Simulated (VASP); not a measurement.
Li: relaxation of cell and atoms with PBE

Crystal: Li.

```
Li
1.0
     0.00000    2.14036    2.14036
     2.14036    0.00000    2.14036
     2.14036    2.14036    0.00000
Li
1
Direct
  0.00000 0.00000 0.00000
```

```json
{
  "Program": "VASP 6.6.1",
  "Task": "relaxation of cell and atoms",
  "Functional": "PBE",
  "Potentials or basis": "VASP PAW PBE potentials, release 64 (Li_sv)",
  "Cutoff": "600 eV",
  "k mesh": "16 × 16 × 16",
  "Occupations": "gaussian, width 0.1 eV",
  "Spin": "no spin polarisation",
  "Dipole correction": "no",
  "Further INCAR settings": "ALGO = Normal; EDIFF = 1e-06; IBRION = 2; EDIFFG = -0.01; NSW = 80; ISIF = 3"
}
```

* Relaxed volume: 20.02 Å³/atom
* Relaxed cell: a = 3.048 Å, b = 3.048 Å, c = 3.048 Å, α = 60.00°, β = 60.00°, γ = 60.00°
* Space group after relaxing (to 0.05 Å): Fm-3m (No. 225)
* Energy gained by relaxing: 0.4 meV/atom
* Ionic steps: 3
* Pressure after relaxing: 0.0 GPa

Step by step:
```
step  energy change (eV)  largest force (eV/Å)  pressure (GPa)  volume (Å³)
   1              0.0000                0.0000            0.32        19.61
   2             -0.0002                0.0000            0.23        19.72
   3             -0.0004                0.0000            0.02        20.02
```

Final structure:
```cif
data_structure
_symmetry_space_group_name_H-M 'P 1'
_symmetry_Int_Tables_number 1
_cell_length_a 3.0480
_cell_length_b 3.0480
_cell_length_c 3.0480
_cell_angle_alpha 60.000
_cell_angle_beta 60.000
_cell_angle_gamma 60.000
_cell_volume 20.02
loop_
_atom_site_label
_atom_site_type_symbol
_atom_site_fract_x
_atom_site_fract_y
_atom_site_fract_z
_atom_site_occupancy
Li1 Li 0.00000 0.00000 0.00000 1
```

Levels at points of the mesh, in eV from the Fermi level:
```tsv
k point	band 1	band 2	band 3	band 4	band 5
(0.00, 0.00, 0.00)	-46.48	-3.55	14.50	14.50	14.50
(0.50, 0.00, 0.00)	-46.46	0.00	2.99	12.76	12.76
(0.50, 0.50, 0.00)	-46.46	1.56	4.77	8.53	8.53
```

Run time: 14 s on 1 thread of AMD EPYC 9R45 96-Core Processor (Zen 5), with other jobs on the host, peak memory 0.11 GiB.

Caveat: the cutoff is under 1.25 times the usual one of these potentials, so pressure, stress and relaxed cells hold a basis-set (Pulay) error.
